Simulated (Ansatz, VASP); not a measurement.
# One calculation of AlCo, two programs

```xyz
2
Lattice="2.5939 0.0000 0.0000 0.0000 2.5939 0.0000 0.0000 0.0000 2.8194" Properties=species:S:1:pos:R:3 pbc="T T T"
Al    0.0000    0.0000    0.0000
Co    1.2969    1.2969    1.4097
```

Change from the starting cell: strain -0.080 along x and y, +0.000 along z, atoms carried along.

Alike in both runs: task single point; functional PBE; k mesh 16 × 16 × 16; occupations gaussian, width 0.15 eV; collinear spin.

```csv
,VASP,Ansatz
version,VASP 6.6.1,Ansatz 0.2.0
potentials or method,"VASP PAW PBE potentials, release 64 (Al, Co), cutoff 520 eV","scalar-relativistic, plane waves, PAW"
valence electrons in the cell,12,20
```

Ansatz gave:

* gap on the k mesh at the Fermi level (eV): none
* pressure (GPa): 56.6
* traceless stress, the component that is largest in VASP (GPa): -12.27
* net moment per atom (μB): 0.00

Q: What did VASP give for the same quantities?

A: gap on the k mesh at the Fermi level (eV): none; pressure (GPa): 56.6; traceless stress, the component that is largest in VASP (GPa): -12.26; net moment per atom (μB): 0.00.

A gap of «none» marks a metal or a gap that the smearing closes. Both programs put the cell under a high pressure, so it lies far from rest at this level. VASP's potentials hold 12 valence electrons a cell and Ansatz's 20, so a difference there can come from the potentials and not from the codes. Ansatz's warnings: seeded moment not kept.
